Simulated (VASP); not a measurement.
# H21C10N3O2 in VASP: further runs, part 2 of 2

VASP 6.6.1.

## Step 3: Single point, r2SCAN+D3(BJ)

POSCAR

```
H21C10N3O2
1.0
    7.1400370000      0.0000000000      0.0000000000
    0.0000000000      7.1400370000      0.0000000000
    0.0000000000      0.0000000000      7.1400370000
C O H N
10 2 21 3
Direct
    0.8126148366      0.3489617771      0.9446869813
    0.8549535528      0.1955171941      0.8019426230
    0.1821979354      0.1169741837      0.2859368936
    0.2881637728      0.2370996117      0.1506434771
    0.3772949636      0.5047032669      0.5803331271
    0.4324347339      0.7116209622      0.5395490247
   -0.0470585797      0.5259076389      0.3728412052
   -0.0096918265      0.6684979364      0.5159076907
    0.4612020918      0.6884558161      1.0347145260
    0.6367614061      0.7917886140      1.0958346574
    0.9808772700      0.2707829105      0.6671113889
    0.4967621316      0.2155731126      0.1944667794
    1.0512550565      0.1628002768      0.6257950764
    0.9106955608      0.0704758253      0.8675445239
    0.7328953617      0.1423522035      0.7241279002
    0.7486795937      0.2744523593      1.0604146729
    0.9496449388      0.3818327552      1.0104149320
    0.7555983253      0.4825885356      0.8930766045
    0.4686250225      0.1659795320      0.3156006054
    0.2580658896      0.2128560398     -0.0008823484
    0.2542703910      0.3902220675      0.1543829535
    0.0404619752      0.1534305775      0.2779677472
    0.1576042253     -0.0377308969      0.2634720240
    0.2298587528      0.1435006569      0.4235412225
    0.3571410064      0.4320705901      0.4435131078
    0.4935968819      0.4419865051      0.6619853651
    0.2411892263      0.5007957242      0.6610890112
   -0.0975765252      0.5976579673      0.2485281239
    0.0814421550      0.4570844661      0.3486816665
   -0.1482905481      0.4195636521      0.4263983506
    0.5199552887      0.5581343626      0.9998407571
    0.3793957930      0.6769432707      1.1751759830
    0.3748580014      0.7747859010      0.9352472543
    0.4707818741      0.8694632815      0.5361876976
    0.0135153361      0.8118165214      0.5925879656
    0.7650660634      0.8756257145      1.1477391504
```

INCAR.step1

```
ALGO = Normal
EDIFF = 1E-5
ENCUT = 1100
GGA = PE
GGA_COMPAT = F
ISMEAR = -1
LASPH = T
LCHARG = F
LREAL = Auto
LWAVE = T
NBANDS = 68
NELM = 120
PREC = Accurate
SIGMA = 0.02
```

INCAR.step2

```
ALGO = Normal
EDIFF = 1E-6
ENCUT = 1100
GGA_COMPAT = F
ISIF = 2
ISMEAR = -1
ISTART = 1
IVDW = 12
LASPH = T
LCHARG = F
LMIXTAU = T
LREAL = Auto
LWAVE = F
METAGGA = R2SCAN
NBANDS = 68
NELM = 120
PREC = Accurate
SIGMA = 0.02
VDW_A1 = 0.49484001
VDW_A2 = 5.73083694
VDW_S6 = 1.0
VDW_S8 = 0.78981345
```

KPOINTS

```
k-points
0
Gamma
  1 1 1
```

Potentials or basis: VASP PAW PBE potentials, release 64 (C_h, O_h, H_h, N_h).

Command:

```console
$ cat potpaw_PBE.64/C_h/POTCAR potpaw_PBE.64/O_h/POTCAR potpaw_PBE.64/H_h/POTCAR potpaw_PBE.64/N_h/POTCAR > POTCAR
$ cp INCAR.step1 INCAR
$ mpirun -np 1 vasp_gam > vasp.out
$ cp INCAR.step2 INCAR
$ mpirun -np 1 vasp_gam > vasp.out
```

OUTCAR:

```text
EDIFF = 1E-6
   ENCUT = 1100
   ISIF = 2
   ISMEAR = -1
   ISTART = 1
   IVDW = 12
   LASPH = T
   LREAL = Auto
   METAGGA = R2SCAN
   NELM = 120
   PREC = Accurate
 IVDW          = 12

 ion  position               nearest neighbor table
   1  0.813  0.349  0.945-  16 1.08  18 1.10  17 1.11
   2  0.855  0.196  0.802-  14 1.08  15 1.10  11 1.42
   3  0.182  0.117  0.286-  22 1.05  24 1.06  23 1.13   4 1.50
   4  0.288  0.237  0.151-  20 1.12  21 1.12   3 1.50
   5  0.377  0.505  0.580-  26 1.11  25 1.12  27 1.13
   6  0.432  0.712  0.540-  34 1.16
   7  0.953  0.526  0.373-  29 1.06  28 1.09  30 1.12   8 1.47
   8  0.990  0.668  0.516-  35 1.17   7 1.47
   9  0.461  0.688  0.035-  31 1.05  33 1.12  32 1.16  10 1.52
  10  0.637  0.792  0.096-  36 1.16   9 1.52
  11  0.981  0.271  0.667-  13 0.97   2 1.42
  12  0.497  0.216  0.194-  19 0.96
  13  0.051  0.163  0.626-  11 0.97
  14  0.911  0.070  0.868-   2 1.08
  15  0.733  0.142  0.724-   2 1.10
  16  0.749  0.274  0.060-   1 1.08
  17  0.950  0.382  0.010-   1 1.11
[... 17 lines left out ...]
  35  0.014  0.812  0.593-   8 1.17
  36  0.765  0.876  0.148-  10 1.16

  LATTYP: Found a simple cubic cell.
 ALAT       =     7.1400370000

  Lattice vectors:

 A1 = (   7.1400370000,   0.0000000000,   0.0000000000)
 A2 = (   0.0000000000,   7.1400370000,   0.0000000000)
 A3 = (   0.0000000000,   0.0000000000,   7.1400370000)

Analysis of symmetry for initial positions (statically):
=====================================================================
 Subroutine PRICEL returns:
 Original cell was already a primitive cell.

 Routine SETGRP: Setting up the symmetry group for a
 simple cubic supercell.

 Subroutine GETGRP returns: Found  1 space group operations
 (whereof  1 operations were pure point group operations)
 out of a pool of 48 trial point group operations.

The static configuration has the point symmetry C_1 .

Analysis of symmetry for dynamics (positions and initial velocities):
=====================================================================
 Subroutine PRICEL returns:
 Original cell was already a primitive cell.

 Routine SETGRP: Setting up the symmetry group for a
 simple cubic supercell.

 Subroutine GETGRP returns: Found  1 space group operations
 (whereof  1 operations were pure point group operations)
 out of a pool of 48 trial point group operations.

The dynamic configuration has the point symmetry C_1 .

 Subroutine INISYM returns: Found  1 space group operations
 (whereof  1 operations are pure point group operations),
 and found     1 'primitive' translations

----------------------------------------------------------------------------------------

                                     Primitive cell

  volume of cell :     364.0000

  direct lattice vectors                    reciprocal lattice vectors
     7.140037000  0.000000000  0.000000000     0.140055297  0.000000000  0.000000000
     0.000000000  7.140037000  0.000000000     0.000000000  0.140055297  0.000000000
     0.000000000  0.000000000  7.140037000     0.000000000  0.000000000  0.140055297

  length of vectors
     7.140037000  7.140037000  7.140037000     0.140055297  0.140055297  0.140055297

  position of ions in fractional coordinates (direct lattice)
     0.812614837  0.348961777  0.944686981
     0.854953553  0.195517194  0.801942623
     0.182197935  0.116974184  0.285936894
     0.288163773  0.237099612  0.150643477
     0.377294964  0.504703267  0.580333127
     0.432434734  0.711620962  0.539549025
[... 28 lines left out ...]
     0.013515336  0.811816521  0.592587966
     0.765066063  0.875625715  0.147739150

  ion indices of the primitive-cell ions
   primitive index   ion index
                 1           1
                 2           2
                 3           3
                 4           4
                 5           5
                 6           6
[... 28 lines left out ...]
                35          35
                36          36

----------------------------------------------------------------------------------------

 KPOINTS: k-points

Automatic generation of k-mesh.
 Grid dimensions read from file:
 generate k-points for:    1    1    1

 Generating k-lattice:

  Cartesian coordinates                     Fractional coordinates (reciprocal lattice)
     0.140055297  0.000000000  0.000000000     1.000000000  0.000000000  0.000000000
     0.000000000  0.140055297  0.000000000     0.000000000  1.000000000  0.000000000
     0.000000000  0.000000000  0.140055297     0.000000000  0.000000000  1.000000000

  Length of vectors
     0.140055297  0.140055297  0.140055297

  Shift w.r.t. Gamma in fractional coordinates (k-lattice)
     0.000000000  0.000000000  0.000000000

 Subroutine IBZKPT returns following result:
 ===========================================

 Found      1 irreducible k-points:

 Following reciprocal coordinates:
            Coordinates               Weight
  0.000000  0.000000  0.000000      1.000000
   k-points           NKPTS =      1   k-points in BZ     NKDIM =      1   number of bands    NBANDS=     68
   number of dos      NEDOS =    301   number of ions     NIONS =     36
   total plane-waves  NPLWV = 512000
   dimension x,y,z NGX =    80 NGY =   80 NGZ =   80
   dimension x,y,z NGXF=   160 NGYF=  160 NGZF=  160
   ions per type =              10   2  21   3
   NGX,Y,Z   is equivalent  to a cutoff of  18.63, 18.63, 18.63 a.u.
   NGXF,Y,Z  is equivalent  to a cutoff of  37.25, 37.25, 37.25 a.u.
 SYSTEM =  unknown system
   PREC   = accura    normal or accurate (medium, high low for compatibility)
   ISTART =      1    job   : 0-new  1-cont  2-samecut
   ICHARG =      0    charge: 1-file 2-atom 10-const
   ISPIN  =      1    spin polarized calculation?
   LNONCOLLINEAR =      F non collinear calculations
   LSORBIT =      F    spin-orbit coupling
   LASPH  =      T    aspherical Exc in radial PAW
   ENCUT  = 1100.0 eV  80.85 Ry    8.99 a.u.  19.31 19.31 19.31*2*pi/ulx,y,z
   NELM   =    120;   NELMIN=  2; NELMDL=  0     # of ELM steps
   EDIFF  = 0.1E-05   stopping-criterion for ELM
   LREAL  =      T    real-space projection
   EDIFFG = 0.1E-04   stopping-criterion for IOM
   NSW    =      0    number of steps for IOM
   IBRION =     -1    ionic relax: 0-MD 1-quasi-New 2-CG
   NFREE  =      0    steps in history (QN), initial steepest desc. (CG)
   ISIF   =      2    stress and relaxation
   ISYM   =      2    0-nonsym 1-usesym 2-fastsym
   POTIM  = 0.5000    time-step for ionic-motion
   TEBEG  =    0.0;   TEEND  =   0.0 temperature during run
   PSTRESS=    0.0 pullay stress
   NELECT =      88.0000    total number of electrons
   NUPDOWN=      -1.0000    fix difference up-down
   EMIN   =  10.00;   EMAX   =-10.00  energy-range for DOS
   EFERMI =   0.00;   METHOD = LEGACY
   ISMEAR =    -1;   SIGMA  =   0.02  broadening in eV -4-tet -1-fermi 0-gaus
   EFERMI_NEDOS =   21; number of points for ismear=-14 and -15
   IALGO  =     38    algorithm
   IMIX   =      4    mixing-type and parameters
     AMIX     =   0.40;   BMIX     =  1.00
     AMIX_MAG =   1.60;   BMIX_MAG =  1.00
  volume/ion in A,a.u.               =      10.11        68.23
  Fermi-wavevector in a.u.,A,eV,Ry     =   1.019848  1.927232 14.151270  1.040089
  Thomas-Fermi vector in A             =   2.153384
   LORBIT       =      0    0 simple, 1 ext, 2 COOP (PROOUT), +10 PAW based schemes
   METAGGA = R2SCAN    functional components
   LHFCALC =     F    Hartree Fock is set to
   AEXX    =    0.0000 exact exchange contribution
   IVDW    =    12    specifies the selected vdW correction
   LEPSILON=     F    determine dielectric tensor
   LRPA    =     F    only Hartree local field effects (RPA)
 non-spin polarized calculation
  energy-cutoff  :     1100.00
  volume of cell :      364.00
 maximum number of plane-waves:     15048
 NGX is ok and might be reduce to    80
   NGX = 39   NGY = 39   NGZ = 39

 number of electron      87.9999999 magnetization

 Free energy of the ion-electron system (eV)
  ---------------------------------------------------
  ext. energy  EPLUGINS =         0.00000000
  ---------------------------------------------------
  free energy    TOTEN  =      -215.65811946 eV

  energy without entropy =     -215.65811946  energy(sigma->0) =     -215.65811946

 E-fermi :  -1.7342     XC(G=0):  -7.6221

 val. band max:       -2.2712959166   @ k =   0.0000   0.0000   0.0000
 cond. band min:       2.9904272669   @ k =   0.0000   0.0000   0.0000
 fundamental gap:      5.2617231835
 Fermi energy:        -1.7341599452

 k-point     1 :       0.0000    0.0000    0.0000
  band No.  band energies     occupation
      1     -22.7222      2.00000
      2     -22.4388      2.00000
      3     -19.7874      2.00000
      4     -19.6174      2.00000
      5     -19.4778      2.00000
      6     -15.9957      2.00000
[... 48 lines left out ...]
     55       5.6007      0.00000
     56       5.8093      0.00000
 [bands above 56 left out]

------------------------ aborting loop because EDIFF is reached ----------------------------------------

 Edisp (eV)   -0.90910

 E8    (eV) :    -0.1518

  FORCE on cell =-STRESS in cart. coord.  units (eV):
  Direction    XX          YY          ZZ          XY          YZ          ZX
  --------------------------------------------------------------------------------------
  -------------------------------------------------------------------------------------
  Total      -0.79208   -10.34711    -1.00979    -5.20095     1.08837    -3.32431
  in kB      -3.48643   -45.54371    -4.44468   -22.89242     4.79055   -14.63223
  external pressure =      -17.82 kB  Pullay stress =        0.00 kB

 VOLUME and BASIS-vectors are now :
 -----------------------------------------------------------------------------
  energy-cutoff  :     1100.00
  volume of cell :      364.00
      direct lattice vectors                 reciprocal lattice vectors
     7.140037000  0.000000000  0.000000000     0.140055297  0.000000000  0.000000000
     0.000000000  7.140037000  0.000000000     0.000000000  0.140055297  0.000000000
     0.000000000  0.000000000  7.140037000     0.000000000  0.000000000  0.140055297

 POSITION                                       TOTAL-FORCE (eV/Angst)
 -----------------------------------------------------------------------------------
      5.80210      2.49160      6.74510         1.811633     -1.135135      0.447085
      6.10440      1.39600      5.72590        -0.852995      0.762221     -0.339815
      1.30090      0.83520      2.04160        -0.789696     -1.214298     -1.451414
      2.05750      1.69290      1.07560         1.570375      0.348811     -1.381236
      2.69390      3.60360      4.14360         0.191428      1.819422     -0.469699
      3.08760      5.08100      3.85240        -0.493254     -1.369524      1.152312
[... 28 lines left out ...]
      0.09650      5.79640      4.23110        -0.228366     -2.055718     -0.478188
      5.46260      6.25200      1.05486        -0.105516     -0.347612     -0.203022
 -----------------------------------------------------------------------------------
    total drift:                               -0.002454      0.007181      0.003168

  FREE ENERGIE OF THE ION-ELECTRON SYSTEM (eV)
  ---------------------------------------------------
  free  energy   TOTEN  =      -216.5672240696 eV

  energy  without entropy=     -216.5672240696  energy(sigma->0) =     -216.56722407
```

It took 7.6 min on 1 thread of Intel Xeon Platinum 8259CL at 2.50GHz (Skylake/Cascade Lake), shared host; peak memory 1.1 GiB.

What came out:

```
Free energy                : -216.5672 eV
Pressure                   : -1.8 GPa
Largest force              : 4.164 eV/Å
Band gap on the k mesh     : 5.26 eV
Dispersion energy per atom : -0.025 eV
```

Forces in eV/Å, atoms in the order of the input:
```
C    1.812 -1.135  0.447
C   -0.853  0.762 -0.340
C   -0.790 -1.214 -1.451
C    1.570  0.349 -1.381
C    0.191  1.819 -0.470
C   -0.493 -1.370  1.152
C   -1.219  0.344  1.422
C   -0.488  2.295 -0.203
C    0.225  2.846  3.031
C   -1.450  0.228 -0.531
O    0.908 -0.667  0.052
O   -2.895  0.454 -0.594
H   -0.097  0.131 -0.243
H    0.319  0.053  0.374
H   -0.300  0.264  0.255
H   -1.052  0.643 -0.003
H   -0.209  0.269 -0.548
H   -0.131 -0.716  0.069
H    1.303 -0.559  0.642
H    0.497 -0.646  0.629
H    0.097 -0.713  0.685
H   -1.686  0.852  0.195
H    1.299  1.043 -0.155
H    0.381 -0.074  1.189
H    0.333  0.327  0.879
H   -0.539  0.112 -0.444
H    1.175  0.090 -0.553
H    0.026  0.028  0.025
H    0.723 -0.655 -0.385
H    0.550  0.653 -0.439
H   -0.466 -1.432 -0.890
H    0.803 -0.058 -1.863
H    0.894 -0.974  0.413
N   -0.105 -0.945 -0.287
N   -0.228 -2.056 -0.478
N   -0.106 -0.348 -0.203
```

Levels at points of the mesh, in eV from the valence-band top:
```tsv
k point	band 42	band 43	band 44	band 45	band 46	band 47
(0.00, 0.00, 0.00)	-1.51	-0.37	0.00	5.26	5.75	5.85
```

Caveat: the k points lie up to 0.88 Å⁻¹ apart; the atoms stand as in a frame of molecular dynamics; the PAW data sets were made with another functional, which shifts forces and pressure a little.
